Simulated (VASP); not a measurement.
# In5GaAs6 (P-4m2) in VASP: single point with PBE

Aim: the single point of In5GaAs6 with PBE.

Everything below comes from runs of VASP 6.6.1. Logs are shortened: lines on timing, memory, paths and dates and some standing lists are left out, and cuts for length are marked.

## (1) The cell of the first run

It takes space group P-4m2 (No. 115, tetragonal). Conventional cell: a = 4.319 Å, b = 4.319 Å, c = 18.389 Å, α = 90.00°, β = 90.00°, γ = 90.00°. In (site symmetry 2mm) has 4 As at 2.67 Å within 3.5 Å. In (site symmetry 2mm) has 4 As at 2.67 Å within 3.5 Å. In (site symmetry -4m2) has 4 As at 2.67 Å within 3.5 Å. Ga (site symmetry -4m2) has 4 As at 2.55 Å within 3.4 Å. Within 3.5 Å of As (site symmetry 2mm) lie 4 In at 2.67 Å. As (site symmetry 2mm) has 4 In at 2.67 Å within 3.5 Å. As (site symmetry 2mm) has 2 Ga at 2.55 Å and 2 In at 2.67 Å within 3.4 Å.

## (2) Single point, PBE

INCAR

```
PREC = Accurate
ENCUT = 520
EDIFF = 1E-6
ISMEAR = 0
SIGMA = 0.1
LREAL = F
LASPH = T
NELM = 100
ALGO = Normal
ISIF = 2
LWAVE = F
LCHARG = F
GGA = PE
NBANDS = 66
```

KPOINTS

```
Automatic mesh
0
Gamma
  4 4 1
```

POSCAR

```
In5GaAs6
1.0
    4.3185719000      0.0000000000      0.0000000000
    0.0000000000      4.3185719000      0.0000000000
    0.0000000000      0.0000000000     18.3889844000
In Ga As
5 1 6
Direct
    0.5000000000      0.5000000000      0.1591780000
    0.0000000000      0.0000000000      0.3295470000
    0.5000000000      0.5000000000      0.5000000000
    0.0000000000      0.0000000000      0.6704530000
    0.5000000000      0.5000000000      0.8408220000
    0.0000000000      0.0000000000      0.0000000000
    0.5000000000      0.0000000000      0.2443420000
    0.0000000000      0.5000000000      0.4147690000
    0.5000000000      0.0000000000      0.5852310000
    0.0000000000      0.5000000000      0.7556580000
    0.5000000000      0.0000000000      0.9265180000
    0.0000000000      0.5000000000      0.0734820000
```

Potentials or basis: VASP PAW PBE potentials, release 64 (In_d, Ga_d, As).

The run is started by

```
> cat potpaw_PBE.64/In_d/POTCAR potpaw_PBE.64/Ga_d/POTCAR potpaw_PBE.64/As/POTCAR > POTCAR
> mpirun -np 1 vasp_std > vasp.out
```

OUTCAR:

```text
PREC = Accurate
   ENCUT = 520
   EDIFF = 1E-6
   ISMEAR = 0
   LREAL = F
   LASPH = T
   NELM = 100
   ISIF = 2
   GGA = PE

 ion  position               nearest neighbor table
   1  0.500  0.500  0.159-   7 2.67   7 2.67  12 2.67  12 2.67
   2  0.000  0.000  0.330-   7 2.67   7 2.67   8 2.67   8 2.67
   3  0.500  0.500  0.500-   8 2.67   9 2.67   9 2.67   8 2.67
   4  0.000  0.000  0.670-  10 2.67  10 2.67   9 2.67   9 2.67
   5  0.500  0.500  0.841-  10 2.67  10 2.67  11 2.67  11 2.67
   6  0.000  0.000  0.000-  11 2.55  12 2.55  12 2.55  11 2.55
   7  0.500  0.000  0.244-   1 2.67   1 2.67   2 2.67   2 2.67
   8  0.000  0.500  0.415-   2 2.67   2 2.67   3 2.67   3 2.67
   9  0.500  0.000  0.585-   4 2.67   4 2.67   3 2.67   3 2.67
  10  0.000  0.500  0.756-   5 2.67   5 2.67   4 2.67   4 2.67
  11  0.500  0.000  0.927-   6 2.55   6 2.55   5 2.67   5 2.67
  12  0.000  0.500  0.073-   6 2.55   6 2.55   1 2.67   1 2.67

  LATTYP: Found a simple tetragonal cell.
 ALAT       =     4.3185719000
 C/A-ratio  =     4.2581169946

  Lattice vectors:

 A1 = (   4.3185719000,   0.0000000000,   0.0000000000)
 A2 = (   0.0000000000,   4.3185719000,   0.0000000000)
 A3 = (   0.0000000000,   0.0000000000,  18.3889844000)

Analysis of symmetry for initial positions (statically):
=====================================================================
 Subroutine PRICEL returns:
 Original cell was already a primitive cell.

 Routine SETGRP: Setting up the symmetry group for a
 simple tetragonal supercell.

 Subroutine GETGRP returns: Found  8 space group operations
 (whereof  8 operations were pure point group operations)
 out of a pool of 16 trial point group operations.

The static configuration has the point symmetry D_2d.

Analysis of symmetry for dynamics (positions and initial velocities):
=====================================================================
 Subroutine PRICEL returns:
 Original cell was already a primitive cell.

 Routine SETGRP: Setting up the symmetry group for a
 simple tetragonal supercell.

 Subroutine GETGRP returns: Found  8 space group operations
 (whereof  8 operations were pure point group operations)
 out of a pool of 16 trial point group operations.

The dynamic configuration has the point symmetry D_2d.

 Subroutine INISYM returns: Found  8 space group operations
 (whereof  8 operations are pure point group operations),
 and found     1 'primitive' translations

----------------------------------------------------------------------------------------

                                     Primitive cell

  volume of cell :     342.9557

  direct lattice vectors                    reciprocal lattice vectors
     4.318571900  0.000000000  0.000000000     0.231558030  0.000000000  0.000000000
     0.000000000  4.318571900  0.000000000     0.000000000  0.231558030  0.000000000
     0.000000000  0.000000000 18.388984400     0.000000000  0.000000000  0.054380382

  length of vectors
     4.318571900  4.318571900 18.388984400     0.231558030  0.231558030  0.054380382

  position of ions in fractional coordinates (direct lattice)
     0.500000000  0.500000000  0.159178000
     0.000000000  0.000000000  0.329547000
     0.500000000  0.500000000  0.500000000
     0.000000000  0.000000000  0.670453000
     0.500000000  0.500000000  0.840822000
     0.000000000  0.000000000  0.000000000
     0.500000000  0.000000000  0.244342000
     0.000000000  0.500000000  0.414769000
     0.500000000  0.000000000  0.585231000
     0.000000000  0.500000000  0.755658000
     0.500000000  0.000000000  0.926518000
     0.000000000  0.500000000  0.073482000

  ion indices of the primitive-cell ions
   primitive index   ion index
                 1           1
                 2           2
                 3           3
                 4           4
                 5           5
                 6           6
                 7           7
                 8           8
                 9           9
                10          10
                11          11
                12          12

----------------------------------------------------------------------------------------

 KPOINTS: Automatic mesh

Automatic generation of k-mesh.
 Grid dimensions read from file:
 generate k-points for:    4    4    1

 Generating k-lattice:

  Cartesian coordinates                     Fractional coordinates (reciprocal lattice)
     0.057889507  0.000000000  0.000000000     0.250000000  0.000000000  0.000000000
     0.000000000  0.057889507  0.000000000     0.000000000  0.250000000  0.000000000
     0.000000000  0.000000000  0.054380382     0.000000000  0.000000000  1.000000000

  Length of vectors
     0.057889507  0.057889507  0.054380382

  Shift w.r.t. Gamma in fractional coordinates (k-lattice)
     0.000000000  0.000000000  0.000000000

 Subroutine IBZKPT returns following result:
 ===========================================

 Found      6 irreducible k-points:

 Following reciprocal coordinates:
            Coordinates               Weight
  0.000000  0.000000  0.000000      1.000000
  0.250000  0.000000  0.000000      4.000000
  0.500000  0.000000  0.000000      2.000000
  0.250000  0.250000  0.000000      4.000000
  0.500000  0.250000  0.000000      4.000000
  0.500000  0.500000  0.000000      1.000000
   k-points           NKPTS =      6   k-points in BZ     NKDIM =      6   number of bands    NBANDS=     66
   number of dos      NEDOS =    301   number of ions     NIONS =     12
   total plane-waves  NPLWV = 143360
   dimension x,y,z NGX =    32 NGY =   32 NGZ =  140
   dimension x,y,z NGXF=    64 NGYF=   64 NGZF=  280
   ions per type =               5   1   6
   NGX,Y,Z   is equivalent  to a cutoff of  12.32, 12.32, 12.66 a.u.
   NGXF,Y,Z  is equivalent  to a cutoff of  24.64, 24.64, 25.31 a.u.
 SYSTEM =  unknown system
   PREC   = accura    normal or accurate (medium, high low for compatibility)
   ISTART =      0    job   : 0-new  1-cont  2-samecut
   ICHARG =      2    charge: 1-file 2-atom 10-const
   ISPIN  =      1    spin polarized calculation?
   LNONCOLLINEAR =      F non collinear calculations
   LSORBIT =      F    spin-orbit coupling
   LASPH  =      T    aspherical Exc in radial PAW
   ENCUT  =  520.0 eV  38.22 Ry    6.18 a.u.   8.03  8.03 34.19*2*pi/ulx,y,z
   NELM   =    100;   NELMIN=  2; NELMDL= -5     # of ELM steps
   EDIFF  = 0.1E-05   stopping-criterion for ELM
   LREAL  =      F    real-space projection
[... 7 lines left out ...]
   TEBEG  =    0.0;   TEEND  =   0.0 temperature during run
   PSTRESS=    0.0 pullay stress
   NELECT =     108.0000    total number of electrons
   NUPDOWN=      -1.0000    fix difference up-down
   EMIN   =  10.00;   EMAX   =-10.00  energy-range for DOS
   EFERMI =   0.00;   METHOD = LEGACY
   ISMEAR =     0;   SIGMA  =   0.10  broadening in eV -4-tet -1-fermi 0-gaus
   EFERMI_NEDOS =   21; number of points for ismear=-14 and -15
   IALGO  =     38    algorithm
   IMIX   =      4    mixing-type and parameters
     AMIX     =   0.40;   BMIX     =  1.00
     AMIX_MAG =   1.60;   BMIX_MAG =  1.00
  volume/ion in A,a.u.               =      28.58       192.86
  Fermi-wavevector in a.u.,A,eV,Ry     =   1.113790  2.104758 16.878417  1.240529
  Thomas-Fermi vector in A             =   2.250379
   LORBIT       =      0    0 simple, 1 ext, 2 COOP (PROOUT), +10 PAW based schemes
   GGA     = PE    functional components
   LHFCALC =     F    Hartree Fock is set to
   AEXX    =    0.0000 exact exchange contribution
   IVDW    =     0    specifies the selected vdW correction
   LEPSILON=     F    determine dielectric tensor
   LRPA    =     F    only Hartree local field effects (RPA)
 non-spin polarized calculation
 Gauss-broadening in eV      SIGMA  =   0.10
  energy-cutoff  :      520.00
  volume of cell :      342.96
 maximum number of plane-waves:      9296
   NGX = 17   NGY = 17   NGZ = 69

 number of electron     107.9999993 magnetization

 Free energy of the ion-electron system (eV)
  ---------------------------------------------------
  ext. energy  EPLUGINS =         0.00000000
  ---------------------------------------------------
  free energy    TOTEN  =       -46.48769484 eV

  energy without entropy =      -46.47886470  energy(sigma->0) =      -46.48327977

 E-fermi :   3.8523     XC(G=0):  -8.8819

 val. band max:        3.8411691188   @ k =   0.0000   0.0000   0.0000
 cond. band min:       4.8398597616   @ k =   0.5000   0.0000   0.0000
 fundamental gap:      0.9986906428
 Fermi energy:         3.8522748375

 k-point     1 :       0.0000    0.0000    0.0000
  band No.  band energies     occupation
      1     -10.9392      2.00000
      2     -10.9042      2.00000
      3     -10.9042      2.00000
      4     -10.8844      2.00000
      5     -10.8367      2.00000
      6     -10.6067      2.00000
[... 58 lines left out ...]
     65       6.8109      0.00000
     66       7.6770      0.00000

 k-point     2 :       0.2500    0.0000    0.0000
  band No.  band energies     occupation
      1     -10.9371      2.00000
      2     -10.9110      2.00000
      3     -10.9036      2.00000
      4     -10.8800      2.00000
      5     -10.8393      2.00000
      6     -10.5922      2.00000
[... 58 lines left out ...]
     65       8.0608      0.00000
     66       8.1724      0.00000

 k-point     3 :       0.5000    0.0000    0.0000
  band No.  band energies     occupation
      1     -10.9393      2.00000
      2     -10.9140      2.00000
      3     -10.9031      2.00000
      4     -10.8753      2.00000
      5     -10.8418      2.00000
      6     -10.5691      2.00000
[... 58 lines left out ...]
     65       8.5248      0.00000
     66       8.5600      0.00000

 k-point     4 :       0.2500    0.2500    0.0000
  band No.  band energies     occupation
      1     -10.9369      2.00000
      2     -10.9241      2.00000
      3     -10.8919      2.00000
      4     -10.8783      2.00000
      5     -10.8420      2.00000
      6     -10.5923      2.00000
[... 58 lines left out ...]
     65       8.3691      0.00000
     66       8.5961      0.00000

 k-point     5 :       0.5000    0.2500    0.0000
  band No.  band energies     occupation
      1     -10.9405      2.00000
      2     -10.9305      2.00000
      3     -10.8854      2.00000
      4     -10.8745      2.00000
      5     -10.8447      2.00000
      6     -10.5913      2.00000
[... 58 lines left out ...]
     65       8.1423      0.00000
     66       8.1653      0.00000

 k-point     6 :       0.5000    0.5000    0.0000
  band No.  band energies     occupation
      1     -10.9419      2.00000
      2     -10.9419      2.00000
      3     -10.8741      2.00000
      4     -10.8723      2.00000
      5     -10.8475      2.00000
      6     -10.6149      2.00000
[... 58 lines left out ...]
     65       7.1739      0.00000
     66       7.1908      0.00000

------------------------ aborting loop because EDIFF is reached ----------------------------------------

  FORCE on cell =-STRESS in cart. coord.  units (eV):
  Direction    XX          YY          ZZ          XY          YZ          ZX
  --------------------------------------------------------------------------------------
  -------------------------------------------------------------------------------------
  Total        1.1152776      1.1152776     -0.2560920      0.0000000      0.0000000     -0.0000000
  in kB        5.2102135      5.2102135     -1.1963786      0.0000000      0.0000000     -0.0000000
  external PRESSURE =       3.0746828 kB  Pullay stress =       0.0000000 kB

 VOLUME and BASIS-vectors are now :
 -----------------------------------------------------------------------------
  energy-cutoff  :      520.00
  volume of cell :      342.96
      direct lattice vectors                 reciprocal lattice vectors
     4.318571900  0.000000000  0.000000000     0.231558030  0.000000000  0.000000000
     0.000000000  4.318571900  0.000000000     0.000000000  0.231558030  0.000000000
     0.000000000  0.000000000 18.388984400     0.000000000  0.000000000  0.054380382

 POSITION                                       TOTAL-FORCE (eV/Angst)
 -----------------------------------------------------------------------------------
      2.15929      2.15929      2.92712         0.000000     -0.000000     -0.000300
      0.00000      0.00000      6.06003         0.000000      0.000000     -0.000809
      2.15929      2.15929      9.19449         0.000000      0.000000      0.000000
      0.00000      0.00000     12.32895         0.000000      0.000000      0.000809
      2.15929      2.15929     15.46186         0.000000     -0.000000      0.000300
      0.00000      0.00000      0.00000         0.000000      0.000000      0.000000
      2.15929      0.00000      4.49320         0.000000      0.000000     -0.000033
      0.00000      2.15929      7.62718         0.000000      0.000000     -0.000403
      2.15929      0.00000     10.76180         0.000000      0.000000      0.000403
      0.00000      2.15929     13.89578         0.000000      0.000000      0.000033
      2.15929      0.00000     17.03773         0.000000      0.000000      0.027081
      0.00000      2.15929      1.35126         0.000000      0.000000     -0.027081
 -----------------------------------------------------------------------------------
    total drift:                                0.000000     -0.000000      0.000000

  FREE ENERGIE OF THE ION-ELECTRON SYSTEM (eV)
  ---------------------------------------------------
  free  energy   TOTEN  =       -46.4876948436 eV

  energy  without entropy=      -46.4788647019  energy(sigma->0) =      -46.48327977
```

Run time: 6 min. Hardware: 1 thread of Intel Xeon 8259CL, shared host; peak memory 0.42 GiB.

Results:

- Free energy: -46.4877 eV
- Pressure: 0.3 GPa
- Largest force: 0.027 eV/Å
- Band gap on the k mesh: zero (filled and empty bands touch)

Forces in eV/Å, atoms in the order of the input:
```
In   0.000  0.000  0.000
In   0.000  0.000 -0.001
In   0.000  0.000  0.000
In   0.000  0.000  0.001
In   0.000  0.000  0.000
Ga   0.000  0.000  0.000
As   0.000  0.000  0.000
As   0.000  0.000  0.000
As   0.000  0.000  0.000
As   0.000  0.000  0.000
As   0.000  0.000  0.027
As   0.000  0.000 -0.027
```

Stress tensor (GPa, compression positive):
```
 0.52  0.00  0.00
 0.00  0.52  0.00
 0.00  0.00 -0.12
```

Caveat: the k points lie up to 0.36 Å⁻¹ apart; semilocal functionals underestimate gaps, and a narrow one can read as zero; spin-orbit coupling is left out, which moves the levels of the heavy elements.

The gap in the log of VASP goes by the Fermi energy; the results here count the filled bands.